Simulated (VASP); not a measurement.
Cr: single point with PBE

The system is Cr.

```
Cr
1.0
     2.48953    0.00000    0.00000
    -1.24477    2.15600    0.00000
     0.00000    0.00000    4.44452
Cr
2
Direct
  0.33333 0.66667 0.25000
  0.66667 0.33333 0.75000
```

```yaml
Program: VASP 6.6.1
Task: single point
Functional: PBE
Potentials_or_basis: VASP PAW PBE potentials, release 64 (Cr_pv)
Cutoff: 520 eV
k_mesh: 17 × 17 × 9
Occupations: fermi-dirac, width 0.1 eV
Spin: no spin polarisation
Dipole_correction: no
Further_INCAR_settings: ALGO = Normal; EDIFF = 1e-06; NBANDS = 19
```

```yaml
Pressure: -0.4 GPa
Band_gap_on_the_k_mesh: zero (band 12 reaches 11.22 eV, above the bottom of band 13 at 10.07 eV)
```

Stress tensor (GPa, compression positive):
```
-0.47  0.00  0.00
 0.00 -0.47  0.00
 0.00  0.00 -0.32
```

Levels at points of the mesh, in eV from the Fermi level:
```
           k point  band 8  band 9  band 10  band 11  band 12  band 13  band 14  band 15  band 16  band 17
(0.00, 0.00, 0.00)   -4.05   -1.19    -0.35    -0.35    -0.23    -0.02    -0.02     1.06     1.06     2.18
```

Run time: 37 s on 1 thread of Intel(R) Xeon(R) Platinum 8559C (Emerald Rapids), with other jobs on the host, peak memory 0.18 GiB.

Caveat: the run has no spin polarisation, though such a crystal can be magnetic. Spin polarisation is off, so any magnetic state and its effect on volume and gap are missing.
